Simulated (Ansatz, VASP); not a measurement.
# Zn in VASP and in Ansatz

```
CELL_PARAMETERS angstrom
-1.46887 1.53007 1.53007
1.46887 -1.53007 1.53007
1.46887 1.53007 -1.53007
ATOMIC_POSITIONS crystal
Zn 0.00000 0.00000 0.00000
```

Change from the starting cell: normal strain along x -0.0400, normal strain along z +0.0000.

Alike in both runs: task single point; functional PBEsol; k mesh 20 × 20 × 20; occupations gaussian, width 0.15 eV; no spin polarisation.

```csv
,VASP,Ansatz
version,VASP 6.6.1,Ansatz 0.2.0
potentials or method,"VASP PAW PBE potentials, release 64 (Zn), cutoff 520 eV","scalar-relativistic, plane waves, PAW"
valence electrons in the cell,12,12
```

```tsv
	VASP	Ansatz	Ansatz less VASP
gap on the k mesh at the Fermi level (eV)	none	none	-
pressure (GPa)	4.1	3.6	-0.54
traceless stress, the component that is largest in VASP (GPa)	-1.42	-1.43	-0.009
```

VASP's potentials were made for PBE, not for PBEsol. A gap of «none» marks a metal or a gap that the smearing closes.
